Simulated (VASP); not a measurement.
Bi2Se3: single point with PBE

Crystal: Bi2Se3.

```
CELL_PARAMETERS angstrom
2.07150 1.19598 9.73624
-2.07150 1.19598 9.73624
0.00000 -2.39196 9.73624
ATOMIC_POSITIONS crystal
Bi 0.40080 0.40080 0.40080
Bi 0.59920 0.59920 0.59920
Se 0.00000 0.00000 0.00000
Se 0.21170 0.21170 0.21170
Se 0.78830 0.78830 0.78830
```

This cell differs from its parent crystal: zz strain of +2 %.

- Program: VASP 6.6.1
- Task: single point
- Functional: PBE
- Potentials or basis: VASP PAW PBE potentials, release 64 (Bi_d, Se)
- Cutoff: 520 eV
- k mesh: 6 × 6 × 6
- Occupations: fermi-dirac, width 0.03 eV
- Spin: no spin polarisation

The pressure is 1.3 GPa and the largest force is 0.147 eV/Å. The band gap on the k mesh is 0.30 eV.

Forces on the atoms (eV/Å):
```
Bi   0.000  0.000 -0.147
Bi   0.000  0.000  0.147
Se   0.000  0.000  0.000
Se   0.000  0.000  0.011
Se   0.000  0.000 -0.011
```

Stress tensor (GPa, compression positive):
```
1.51 0.00 0.00
0.00 1.51 0.00
0.00 0.00 0.78
```

Levels at points of the mesh, in eV from the valence-band top:
```tsv
k point	band 21	band 22	band 23	band 24	band 25	band 26	band 27	band 28
(0.00, 0.00, 0.00)	-1.75	-1.12	-1.12	0.00	0.30	1.47	1.47	2.17
(0.50, 0.00, 0.00)	-2.90	-2.13	-1.19	-0.59	0.84	1.91	2.93	2.97
(0.50, 0.50, 0.00)	-1.90	-1.83	-1.55	-1.08	1.27	1.90	2.53	2.92
(0.50, 0.50, 0.50)	-1.49	-1.26	-1.26	-0.47	0.70	1.74	1.74	2.09
```

Wall time 13 min on 1 thread of Intel(R) Xeon(R) Platinum 8259CL CPU @ 2.50GHz (Skylake/Cascade Lake) (shared host), peak memory 0.94 GiB.

Caveat: the cell differs from its parent crystal (zz strain of +2 %); spin-orbit coupling is left out, which moves the levels of the heavy elements. A k mesh can miss the band edges.
